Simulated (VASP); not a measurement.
# BN (P6_3/mmc) in VASP: a series of runs, part 2 of 2

VASP 6.6.1. Earlier steps stand in the parts before.

## (4) Single point, RPBE

INCAR reads:

```
SYSTEM = BN
PREC = Accurate
ENCUT = 520
EDIFF = 1E-6
ISMEAR = 0
SIGMA = 0.01
LREAL = .FALSE.
LASPH = .TRUE.
NELM = 60
ALGO = Normal
ISIF = 2
LWAVE = .FALSE.
LCHARG = .FALSE.
GGA = RP
NBANDS = 16
```

KPOINTS reads:

```
regular mesh
0
G
  8 8 3
  0 0 0
```

POSCAR reads:

```
BN
1.0
    2.4982400000      0.0000000000      0.0000000000
   -1.2491200000      2.1635390000      0.0000000000
    0.0000000000      0.0000000000      6.6357000000
B N
2 2
Direct
    0.3333333333      0.6666666667      0.2500000000
    0.6666666667      0.3333333333      0.7500000000
    0.3333333333      0.6666666667      0.7500000000
    0.6666666667      0.3333333333      0.2500000000
```

Launch:

```
$ cat potpaw_PBE.64/B/POTCAR potpaw_PBE.64/N/POTCAR > POTCAR
$ mpirun -np 1 vasp_std > vasp.out
```

It took 12 s on 1 thread of Intel Xeon Platinum 8259CL at 2.50GHz (Skylake/Cascade Lake), shared host; peak memory 0.14 GiB.

Results (log left out):

- Free energy: -33.6701 eV
- Pressure: 9.1 GPa
- Band gap on the k mesh: 4.38 eV, indirect (least direct gap 4.77 eV)

Stress tensor (GPa, compression positive):
```
11.13  0.00  0.00
 0.00 11.13  0.00
 0.00  0.00  4.97
```

Levels at points of the mesh, in eV from the valence-band top:
```csv
k point,band 4,band 5,band 6,band 7,band 8,band 9,band 10,band 11,band 12,band 13
"(0.00, 0.00, 0.00)",-4.13,-1.31,-1.31,-1.28,-1.28,5.52,10.56,11.64,11.64,11.76
"(0.50, 0.00, 0.00)",-8.89,-4.15,-4.08,-1.44,-0.45,4.38,5.71,9.64,10.04,13.07
```

Caveat: the PAW data sets were made with another functional, which shifts forces and pressure a little; this functional lacks dispersion, which binds the layers, so the pressure and a relaxed spacing across them are unreliable. A k mesh can miss the band edges.

## (5) Single point, r2SCAN

POSCAR is that of step 4.

INCAR.step1 reads:

```
SYSTEM = BN
PREC = Accurate
ENCUT = 520
ISMEAR = 0
SIGMA = 0.01
LREAL = .FALSE.
LASPH = .TRUE.
NELM = 60
NBANDS = 16
GGA = PE
ALGO = Normal
EDIFF = 1E-4
LWAVE = .TRUE.
LCHARG = .FALSE.
```

INCAR.step2 reads:

```
SYSTEM = BN
PREC = Accurate
ENCUT = 520
EDIFF = 1E-6
ISMEAR = 0
SIGMA = 0.01
LREAL = .FALSE.
LASPH = .TRUE.
NELM = 60
ALGO = Normal
ISIF = 2
LWAVE = .FALSE.
LCHARG = .TRUE.
METAGGA = R2SCAN
LMIXTAU = .TRUE.
LELF = .TRUE.
LVHAR = .TRUE.
NBANDS = 16
ISTART = 1
```

KPOINTS is that of step 4.

Potentials or basis: VASP PAW PBE potentials, release 64 (B, N).

Launch:

```
$ cat potpaw_PBE.64/B/POTCAR potpaw_PBE.64/N/POTCAR > POTCAR
$ cp INCAR.step1 INCAR
$ mpirun -np 1 vasp_std > vasp.out
$ cp INCAR.step2 INCAR
$ mpirun -np 1 vasp_std > vasp.out
```

OUTCAR:

```text
SYSTEM = BN
   PREC = Accurate
   ENCUT = 520
   EDIFF = 1E-6
   ISMEAR = 0
   LREAL = .FALSE.
   LASPH = .TRUE.
   NELM = 60
   ISIF = 2
   METAGGA = R2SCAN
   ISTART = 1

 ion  position               nearest neighbor table
   1  0.333  0.667  0.250-   4 1.44   4 1.44   4 1.44
   2  0.667  0.333  0.750-   3 1.44   3 1.44   3 1.44
   3  0.333  0.667  0.750-   2 1.44   2 1.44   2 1.44
   4  0.667  0.333  0.250-   1 1.44   1 1.44   1 1.44

  LATTYP: Found a hexagonal cell.
 ALAT       =     2.4982400000
[... 574 lines left out ...]
  Direction    XX          YY          ZZ          XY          YZ          ZX
  --------------------------------------------------------------------------------------
  -------------------------------------------------------------------------------------
  Total        0.4348608      0.4348607      0.1534764      0.0000000     -0.0000000      0.0000000
  in kB       19.4256365     19.4256310      6.8559323      0.0000000     -0.0000000      0.0000000
  external PRESSURE =      15.2357333 kB  Pullay stress =       0.0000000 kB

 VOLUME and BASIS-vectors are now :
 -----------------------------------------------------------------------------
  energy-cutoff  :      520.00
  volume of cell :       35.87
      direct lattice vectors                 reciprocal lattice vectors
     2.498240000  0.000000000  0.000000000     0.400281798  0.231102837  0.000000000
    -1.249120000  2.163539000  0.000000000     0.000000000  0.462205673  0.000000000
     0.000000000  0.000000000  6.635700000     0.000000000  0.000000000  0.150700002

 POSITION                                       TOTAL-FORCE (eV/Angst)
 -----------------------------------------------------------------------------------
     -0.00000      1.44236      1.65892         0.000000     -0.000000      0.000000
      1.24912      0.72118      4.97677        -0.000000      0.000000      0.000000
     -0.00000      1.44236      4.97677        -0.000000      0.000000      0.000000
      1.24912      0.72118      1.65892         0.000000     -0.000000      0.000000
 -----------------------------------------------------------------------------------
    total drift:                                0.000000     -0.000000      0.000000

  FREE ENERGIE OF THE ION-ELECTRON SYSTEM (eV)
  ---------------------------------------------------
  free  energy   TOTEN  =       -38.5914172050 eV

  energy  without entropy=      -38.5914172050  energy(sigma->0) =      -38.59141720
```

OUTCAR.step1:

```text
SYSTEM = BN
   PREC = Accurate
   ENCUT = 520
   ISMEAR = 0
   LREAL = .FALSE.
   LASPH = .TRUE.
   NELM = 60
[... 604 lines left out ...]
      1.24912      0.72118      4.97677         0.000000     -0.000000      0.000000
     -0.00000      1.44236      4.97677        -0.000000      0.000000      0.000000
      1.24912      0.72118      1.65892         0.000000     -0.000000      0.000000
 -----------------------------------------------------------------------------------
    total drift:                                0.000000     -0.000000      0.000000

  FREE ENERGIE OF THE ION-ELECTRON SYSTEM (eV)
  ---------------------------------------------------
  free  energy   TOTEN  =       -35.1467348967 eV

  energy  without entropy=      -35.1467348967  energy(sigma->0) =      -35.14673490
```

Wall time 46 s (1 thread of Intel Xeon Platinum 8259CL at 2.50GHz (Skylake/Cascade Lake), shared host); peak memory 0.15 GiB.

Results:

```
Free energy            : -38.5914 eV
Pressure               : 1.5 GPa
Band gap on the k mesh : 4.87 eV, indirect (least direct gap 5.32 eV)
```

Levels at points of the mesh, in eV from the valence-band top:
| k point | band 6 | band 7 | band 8 | band 9 | band 10 | band 11 |
| --- | --- | --- | --- | --- | --- | --- |
| (0.00, 0.00, 0.00) | -1.36 | -1.32 | -1.32 | 5.63 | 11.10 | 12.34 |
| (0.50, 0.00, 0.00) | -4.25 | -1.47 | -0.45 | 4.87 | 6.34 | 10.26 |

Caveat: the PAW data sets were made with another functional, which shifts forces and pressure a little.

## (6) Overview

```csv
level,gap on the mesh (eV),pressure (GPa)
BLYP,4.35,7.1
PBEsol,4.16,2.5
RPBE,4.38,9.1
r2SCAN,4.87,1.5
```

Alike in all rows: task single point; potentials or basis VASP PAW PBE potentials, release 64 (B, N); no spin polarisation; cell as given; k mesh 8 × 8 × 3; cutoff (eV) 520; smearing gaussian 0.01 eV.

On the cell as given the gap runs from 4.16 eV (PBEsol) to 4.87 eV (r2SCAN). The pressure there spans 1.5 GPa (r2SCAN) to 9.1 GPa (RPBE); a positive pressure means that this level wants a larger cell, a negative one a smaller.

Caveats: the PAW data sets were made with another functional, which shifts forces and pressure a little; this functional lacks dispersion, which binds the layers, so the pressure and a relaxed spacing across them are unreliable (some runs).

Absolute energies hang on the potentials; compare differences alone.
